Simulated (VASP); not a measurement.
Write the native input for VASP 6.6.1 that does the following.

* Task: single point
* Functional: PBE
* Potentials or basis: VASP PAW PBE potentials, release 64 (Sb, Mo_sv)
* Cutoff: 520 eV
* k mesh: 6 × 6 × 6
* Occupations: gaussian, width 0.1 eV
* Spin: no spin polarisation
* Dipole correction: no
* Further INCAR settings: ALGO = Normal; EDIFF = 1e-07; NBANDS = 33

The structure of Sb2Mo lies in POSCAR:

```
Sb2Mo
1.0
    5.8910989918      0.0000000000      0.0000000000
    0.0000000000      5.8910989918      0.0000000000
    0.0000000000      0.0000000000      5.8910989918
Sb Mo
4 2
Direct
    0.2500000000      0.2500000000      0.2500000000
    0.2500000000      0.7500000000      0.7500000000
    0.7500000000      0.7500000000      0.2500000000
    0.7500000000      0.2500000000      0.7500000000
    0.0000000000      0.0000000000      0.0000000000
    0.5000000000      0.5000000000      0.5000000000
```

One way to write it, as run:

INCAR

```
  PREC = Accurate
  ENCUT = 520
  EDIFF = 1E-7
  ISMEAR = 0
  SIGMA = 0.1
  LREAL = False
  LASPH = True
  NELM = 100
  ALGO = Normal
  ISIF = 2
  LWAVE = False
  LCHARG = True
  GGA = PE
  LELF = True
  LVHAR = True
  NBANDS = 33
```

KPOINTS

```
Automatic mesh
0
Gamma
  6 6 6
```

Potentials or basis: VASP PAW PBE potentials, release 64 (Sb, Mo_sv).

Run with:

```console
$ cat potpaw_PBE.64/Sb/POTCAR potpaw_PBE.64/Mo_sv/POTCAR > POTCAR
$ mpirun -np 1 vasp_std > vasp.out
```

It gave:

```
Pressure               : -0.2 GPa
Band gap on the k mesh : zero (band 24 reaches 4.87 eV, above the bottom of band 25 at 4.35 eV)
```

Caveat: spin-orbit coupling is left out, which moves the levels of the heavy elements.

It took 99 s on 1 thread of Intel(R) Xeon(R) Platinum 8488C (Sapphire Rapids) (shared host), peak memory 0.37 GiB.
